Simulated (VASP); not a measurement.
# Ta2N in VASP: notebook, part 2 of 2

VASP 6.6.1. Earlier steps stand in the parts before.

### 3 Single point, HSE06

Contents of POSCAR:

```
Ta2N
1.0
    3.1128615060      0.0000000000      0.0000000000
   -1.5564307530      2.6958171426      0.0000000000
    0.0000000000      0.0000000000      4.8698410000
Ta N
2 1
Direct
    0.3333333333      0.6666666667      0.2547110000
    0.6666666667      0.3333333333      0.7452890000
    0.0000000000      0.0000000000      0.0000000000
```

Contents of INCAR.step1:

```
SYSTEM = Ta2N
PREC = Accurate
ENCUT = 520
EDIFF = 1E-5
ISMEAR = -1
SIGMA = 0.05
LREAL = .False.
LASPH = .True.
NELM = 60
ALGO = Normal
ISIF = 2
LWAVE = .True.
LCHARG = .False.
GGA = PE
NBANDS = 20
KPAR = 4
```

Contents of INCAR.step2:

```
SYSTEM = Ta2N
PREC = Accurate
ENCUT = 520
EDIFF = 1E-6
ISMEAR = -1
SIGMA = 0.05
LREAL = .False.
LASPH = .True.
NELM = 60
ALGO = Normal
ISIF = 2
LWAVE = .False.
LCHARG = .False.
GGA = PE
LHFCALC = .True.
HFSCREEN = 0.2079
PRECFOCK = Normal
ISTART = 1
NBANDS = 20
KPAR = 4
```

Contents of KPOINTS:

```
Automatic mesh
0
Gamma
  6 6 4
  0 0 0
```

Potentials or basis: VASP PAW PBE potentials, release 64 (Ta_pv, N).

The run is started by

```sh
$ cat potpaw_PBE.64/Ta_pv/POTCAR potpaw_PBE.64/N/POTCAR > POTCAR
$ cp INCAR.step1 INCAR
$ mpirun -np 4 vasp_std > vasp.out
$ cp INCAR.step2 INCAR
$ mpirun -np 4 vasp_std > vasp.out
```

OUTCAR:

```text
SYSTEM = Ta2N
   PREC = Accurate
   ENCUT = 520
   EDIFF = 1E-6
   ISMEAR = -1
   LREAL = .False.
   LASPH = .True.
   NELM = 60
   ISIF = 2
   GGA = PE
   LHFCALC = .True.
   HFSCREEN = 0.2079
   PRECFOCK = Normal
   ISTART = 1

 ion  position               nearest neighbor table
   1  0.333  0.667  0.255-   3 2.18   3 2.18   3 2.18   2 2.99   2 2.99   2 2.99   2 3.06   2 3.06
                             2 3.06
   2  0.667  0.333  0.745-   3 2.18   3 2.18   3 2.18   1 2.99   1 2.99   1 2.99   1 3.06   1 3.06
                             1 3.06
[... 757 lines left out ...]
  Direction    XX          YY          ZZ          XY          YZ          ZX
  --------------------------------------------------------------------------------------
  -------------------------------------------------------------------------------------
  Total       -2.2041733     -2.2041733     -1.8832198      0.0000000      0.0000000      0.0000000
  in kB      -86.4154313    -86.4154313    -73.8323331      0.0000000      0.0000000      0.0000000
  external PRESSURE =     -82.2210652 kB  Pullay stress =       0.0000000 kB

 VOLUME and BASIS-vectors are now :
 -----------------------------------------------------------------------------
  energy-cutoff  :      520.00
  volume of cell :       40.87
      direct lattice vectors                 reciprocal lattice vectors
     3.112861506  0.000000000  0.000000000     0.321247829  0.185472520  0.000000000
    -1.556430753  2.695817143  0.000000000     0.000000000  0.370945041  0.000000000
     0.000000000  0.000000000  4.869841000     0.000000000  0.000000000  0.205345513

 POSITION                                       TOTAL-FORCE (eV/Angst)
 -----------------------------------------------------------------------------------
     -0.00000      1.79721      1.24040         0.000000     -0.000000     -0.535661
      1.55643      0.89861      3.62944         0.000000      0.000000      0.535661
      0.00000      0.00000      0.00000        -0.000000      0.000000      0.000000
 -----------------------------------------------------------------------------------
    total drift:                               -0.000000     -0.000000      0.000000

  FREE ENERGIE OF THE ION-ELECTRON SYSTEM (eV)
  ---------------------------------------------------
  free  energy   TOTEN  =       -39.9649834219 eV

  energy  without entropy=      -39.9559839930  energy(sigma->0) =      -39.96048371
```

OUTCAR.step1:

```text
SYSTEM = Ta2N
   PREC = Accurate
   ENCUT = 520
   EDIFF = 1E-5
   ISMEAR = -1
   LREAL = .False.
   LASPH = .True.
[... 776 lines left out ...]
     -0.00000      1.79721      1.24040        -0.000000      0.000000     -0.232263
      1.55643      0.89861      3.62944         0.000000     -0.000000      0.232263
      0.00000      0.00000      0.00000         0.000000      0.000000      0.000000
 -----------------------------------------------------------------------------------
    total drift:                               -0.000000      0.000000      0.000000

  FREE ENERGIE OF THE ION-ELECTRON SYSTEM (eV)
  ---------------------------------------------------
  free  energy   TOTEN  =       -34.3789959129 eV

  energy  without entropy=      -34.3688418039  energy(sigma->0) =      -34.37391886
```

Wall time 28 min (4 MPI ranks of AMD EPYC 7R43 (Zen 3), shared host); peak memory 0.24 GiB.

Results:

```
Free energy            : -39.9650 eV
Pressure               : -8.2 GPa
Largest force          : 0.536 eV/Å
Band gap on the k mesh : zero (an odd number of electrons rules out a gap without spin polarisation)
```

Forces in eV/Å, atoms in the order of the input:
```
Ta   0.000  0.000 -0.536
Ta   0.000  0.000  0.536
N    0.000  0.000  0.000
```

Caveat: the k points lie up to 0.39 Å⁻¹ apart, too coarse for converged energies and pressures of a metal; the PAW data sets were made with another functional, which shifts forces and pressure a little; spin-orbit coupling is left out, which moves the levels of the heavy elements.

### 4 Single point, revPBE

Contents of INCAR:

```
ALGO = Normal
EDIFF = 1E-7
ENCUT = 520
GGA = RE
ISIF = 2
ISMEAR = -1
LASPH = True
LCHARG = False
LREAL = False
LWAVE = False
NBANDS = 20
NELM = 100
PREC = Accurate
SIGMA = 0.05
```

Contents of KPOINTS:

```
k-points
0
Gamma
  10 10 6
```

POSCAR is that of step 3.

The run is started by

```sh
$ cat potpaw_PBE.64/Ta_pv/POTCAR potpaw_PBE.64/N/POTCAR > POTCAR
$ mpirun -np 1 vasp_std > vasp.out
```

Wall time 67 s (1 thread of Intel Xeon 8259CL, shared host); peak memory 0.19 GiB.

Results (log left out):

| Item | Value |
| --- | --- |
| Free energy | -33.1370 eV |
| Pressure | 1.9 GPa |
| Largest force | 0.107 eV/Å |
| Band gap on the k mesh | zero (an odd number of electrons rules out a gap without spin polarisation) |

Forces on the atoms (eV/Å):
```
Ta   0.000  0.000  0.107
Ta   0.000  0.000 -0.107
N    0.000  0.000  0.000
```

Stress tensor (GPa, compression positive):
```
1.48 0.00 0.00
0.00 1.48 0.00
0.00 0.00 2.82
```

Levels at points of the mesh, in eV from the Fermi level:
```tsv
k point	band 10	band 11	band 12	band 13	band 14	band 15	band 16	band 17	band 18	band 19
(0.00, 0.00, 0.00)	-6.04	-5.00	-0.65	-0.23	-0.23	0.27	0.28	0.28	1.16	1.16
(0.50, 0.00, 0.00)	-6.36	-4.53	-2.64	-1.40	1.76	1.88	3.70	3.97	4.18	4.23
(0.00, 0.00, 0.50)	-6.22	-2.86	-2.67	-1.11	-1.11	1.77	1.88	2.28	2.28	2.63
(0.50, 0.00, 0.50)	-6.10	-3.28	-2.18	-2.13	-0.28	0.72	3.28	3.51	3.98	4.40
```

Caveat: the PAW data sets were made with another functional, which shifts forces and pressure a little; spin-orbit coupling is left out, which moves the levels of the heavy elements.

### 5 Overview

```tsv
level	cell	k mesh	grid for exact exchange (PRECFOCK)	share of exact exchange	screening parameter	gap on the mesh (eV)	pressure (GPa)	largest force (eV/Å)
PBE	as given, atomic positions A	10 × 10 × 6	-	-	-	none	-0.1	0.78
HSE06	as given, atomic positions B	6 × 6 × 4	Normal	0.25	0.2079 1/Å	none	-8.2	0.54
revPBE	as given, atomic positions B	10 × 10 × 6	-	-	-	none	1.9	0.11
```

Alike in all rows: task single point; potentials or basis VASP PAW PBE potentials, release 64 (Ta_pv, N); no spin polarisation; cutoff (eV) 520; smearing fermi-dirac 0.05 eV.

Caveats: some runs use coarse meshes; spin-orbit coupling is left out, which moves the levels of the heavy elements; the PAW data sets were made with another functional, which shifts forces and pressure a little (at least some runs).

Total energies depend on the potentials used, so only differences within one code and one set of settings carry meaning.
